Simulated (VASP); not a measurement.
# KI (I4mm) in VASP: notebook, part 2 of 2

VASP 6.6.1. The steps go on from the part before.

**5. Single point, PBE**

This run uses another cell than the first one, of 47.40 Å³/atom, 1.084 times its volume.

INCAR reads:

```
PREC = Accurate ; ENCUT = 520
EDIFF = 1E-7 ; ISMEAR = 0
SIGMA = 0.05 ; LREAL = False
LASPH = True ; NELM = 60
ALGO = Normal ; ISIF = 2
LWAVE = False ; LCHARG = False
GGA = PE ; NBANDS = 15
```

KPOINTS reads:

```
regular mesh
0
Gamma
  6 6 6
```

POSCAR reads:

```
KI
1.0
    0.0000000000      3.6350372992      3.5873258652
    3.6350372992      0.0000000000      3.5873258652
    3.6350372992      3.6350372992      0.0000000000
K I
1 1
Direct
   -0.0355696708     -0.0355696708      0.0355696708
    0.5109587445      0.5109587445      0.4890412555
```

Potentials or basis: VASP PAW PBE potentials, release 64 (K_sv, I).

Command:

```
cat potpaw_PBE.64/K_sv/POTCAR potpaw_PBE.64/I/POTCAR > POTCAR
mpirun -np 1 vasp_std > vasp.out
```

OUTCAR:

```text
PREC = Accurate
   ENCUT = 520
   EDIFF = 1E-7
   ISMEAR = 0
   LREAL = False
   LASPH = True
   NELM = 60
   ISIF = 2
   GGA = PE

 ion  position               nearest neighbor table
   1  0.964  0.964  0.036-   2 3.25   2 3.65   2 3.65   2 3.65   2 3.65
   2  0.511  0.511  0.489-   1 3.25   1 3.65   1 3.65   1 3.65   1 3.65

  LATTYP: Found a body centered tetragonal cell.
 ALAT       =     5.1407190483
 C/A-ratio  =     1.3956513988

  Lattice vectors:

 A1 = (   0.0000000000,  -3.6350372992,  -3.5873258652)
 A2 = (   0.0000000000,   3.6350372992,  -3.5873258652)
 A3 = (   3.6350372992,   0.0000000000,   3.5873258652)

Analysis of symmetry for initial positions (statically):
=====================================================================
 Subroutine PRICEL returns:
 Original cell was already a primitive cell.

 Routine SETGRP: Setting up the symmetry group for a
 body centered tetragonal supercell.

 Subroutine GETGRP returns: Found  8 space group operations
 (whereof  8 operations were pure point group operations)
 out of a pool of 16 trial point group operations.

The static configuration has the point symmetry C_4v.

Analysis of symmetry for dynamics (positions and initial velocities):
=====================================================================
 Subroutine PRICEL returns:
 Original cell was already a primitive cell.

 Routine SETGRP: Setting up the symmetry group for a
 body centered tetragonal supercell.

 Subroutine GETGRP returns: Found  8 space group operations
 (whereof  8 operations were pure point group operations)
 out of a pool of 16 trial point group operations.

The dynamic configuration has the point symmetry C_4v.

 Subroutine INISYM returns: Found  8 space group operations
 (whereof  8 operations are pure point group operations),
 and found     1 'primitive' translations

----------------------------------------------------------------------------------------

                                     Primitive cell

  volume of cell :      94.8022

[... 119 lines left out ...]
 non-spin polarized calculation
 Gauss-broadening in eV      SIGMA  =   0.05
  energy-cutoff  :      520.00
  volume of cell :       94.80
 maximum number of plane-waves:      2613
 NGX is ok and might be reduce to    40
   NGX = 19   NGY = 19   NGZ = 19

 number of electron      16.0000001 magnetization

 Free energy of the ion-electron system (eV)
  ---------------------------------------------------
  ext. energy  EPLUGINS =         0.00000000
  ---------------------------------------------------
  free energy    TOTEN  =        -5.50575559 eV

  energy without entropy =       -5.50575559  energy(sigma->0) =       -5.50575559

 E-fermi :  -0.5478     XC(G=0):  -6.8853

 val. band max:       -0.7954745411   @ k =   0.0000   0.0000   0.0000
 cond. band min:       3.0315252635   @ k =   0.0000   0.0000   0.0000
 fundamental gap:      3.8269998046
 Fermi energy:        -0.5478068253

 k-point     1 :       0.0000    0.0000    0.0000
  band No.  band energies     occupation
      1     -29.3835      2.00000
      2     -12.8894      2.00000
      3     -12.8651      2.00000
      4     -12.8651      2.00000
      5     -11.1689      2.00000
      6      -0.8020      2.00000
      7      -0.7955      2.00000
      8      -0.7955      2.00000
      9       3.0315      0.00000
     10       5.7821      0.00000
     11       5.7821      0.00000
     12       5.8427      0.00000
     13       6.4174      0.00000
     14       6.6050      0.00000
[... 401 lines left out ...]
      2     -12.9258      2.00000
      3     -12.8912      2.00000
      4     -12.8772      2.00000
      5     -11.0286      2.00000
      6      -1.6314      2.00000
      7      -1.2405      2.00000
      8      -1.0941      2.00000
      9       4.6639      0.00000
     10       5.2314      0.00000
     11       6.7624      0.00000
     12       7.3542      0.00000
     13       7.8698      0.00000
     14       8.3664      0.00000
     15       8.6924      0.00000

 [... further k-points ...]

------------------------ aborting loop because EDIFF is reached ----------------------------------------

  FORCE on cell =-STRESS in cart. coord.  units (eV):
  Direction    XX          YY          ZZ          XY          YZ          ZX
  --------------------------------------------------------------------------------------
  -------------------------------------------------------------------------------------
  Total       -0.2061649     -0.2061649      0.7638833      0.0000000      0.0000000      0.0000000
  in kB       -3.4842291     -3.4842291     12.9097853      0.0000000      0.0000000      0.0000000
  external PRESSURE =       1.9804423 kB  Pullay stress =       0.0000000 kB

 VOLUME and BASIS-vectors are now :
 -----------------------------------------------------------------------------
  energy-cutoff  :      520.00
  volume of cell :       94.80
      direct lattice vectors                 reciprocal lattice vectors
     0.000000000  3.635037299  3.587325865    -0.137550170  0.137550170  0.139379588
     3.635037299  0.000000000  3.587325865     0.137550170 -0.137550170  0.139379588
     3.635037299  3.635037299  0.000000000     0.137550170  0.137550170 -0.139379588

 POSITION                                       TOTAL-FORCE (eV/Angst)
 -----------------------------------------------------------------------------------
      3.63504      3.63504      6.91945         0.000000      0.000000      0.393967
      3.63504      3.63504      3.66595         0.000000      0.000000     -0.393967
 -----------------------------------------------------------------------------------
    total drift:                                0.000000      0.000000      0.000136

  FREE ENERGIE OF THE ION-ELECTRON SYSTEM (eV)
  ---------------------------------------------------
  free  energy   TOTEN  =        -5.5057555931 eV

  energy  without entropy=       -5.5057555931  energy(sigma->0) =       -5.50575559
```

OSZICAR:

```text
N       E                     dE             d eps       ncg     rms          rms(c)
DAV:   1     0.830997569545E+02    0.83100E+02   -0.61587E+03   900   0.867E+02
DAV:   2     0.606128024051E+00   -0.82494E+02   -0.77620E+02  1124   0.210E+02
DAV:   3    -0.545423145316E+01   -0.60604E+01   -0.60380E+01  1602   0.455E+01
DAV:   4    -0.560554851861E+01   -0.15132E+00   -0.15125E+00  1240   0.598E+00
DAV:   5    -0.560735714204E+01   -0.18086E-02   -0.18086E-02  1416   0.638E-01    0.292E+00
DAV:   6    -0.550589879855E+01    0.10146E+00   -0.11375E-01  1194   0.189E+00    0.209E+00
DAV:   7    -0.549854500716E+01    0.73538E-02   -0.12817E-01  1243   0.176E+00    0.818E-01
DAV:   8    -0.550506630606E+01   -0.65213E-02   -0.13577E-02  1037   0.756E-01    0.136E-01
DAV:   9    -0.550557058924E+01   -0.50428E-03   -0.12545E-03  1285   0.192E-01    0.736E-02
DAV:  10    -0.550570813961E+01   -0.13755E-03   -0.14629E-04  1042   0.747E-02    0.198E-02
DAV:  11    -0.550575465584E+01   -0.46516E-04   -0.62483E-05  1075   0.459E-02    0.193E-02
DAV:  12    -0.550575513150E+01   -0.47566E-06   -0.35515E-06  1257   0.137E-02    0.916E-03
DAV:  13    -0.550575540340E+01   -0.27190E-06   -0.29578E-07  1145   0.320E-03    0.398E-03
DAV:  14    -0.550575563198E+01   -0.22859E-06   -0.11860E-07  1024   0.188E-03    0.166E-03
DAV:  15    -0.550575559312E+01    0.38860E-07   -0.74543E-08   993   0.150E-03
   1 F= -.55057556E+01 E0= -.55057556E+01  d E =-.654504E-14
```

stdout:

```text
POSCAR found type information on POSCAR K I
 POSCAR found :  2 types and       2 ions
 scaLAPACK will be used
 LDA part: xc-table for (Slater+PW92), standard interpolation
 POSCAR, INCAR and KPOINTS ok, starting setup
 FFT: planning ... GRIDC
 FFT: planning ... GRID_SOFT
 FFT: planning ... GRID
 WAVECAR not read
 entering main loop
```

It took 46 s on 1 thread of Intel Xeon Platinum 8259CL at 2.50GHz (Skylake/Cascade Lake), shared host; peak memory 0.25 GiB.

Results:

```
Free energy            : -5.5058 eV
Pressure               : 0.2 GPa
Largest force          : 0.394 eV/Å
Band gap on the k mesh : 3.83 eV, direct
```

Forces on the atoms (eV/Å):
```
K    0.000  0.000  0.394
I    0.000  0.000 -0.394
```

Stress tensor (GPa, compression positive):
```
-0.35  0.00  0.00
 0.00 -0.35  0.00
 0.00  0.00  1.29
```

Caveat: spin-orbit coupling is left out, which moves the levels of the heavy elements.
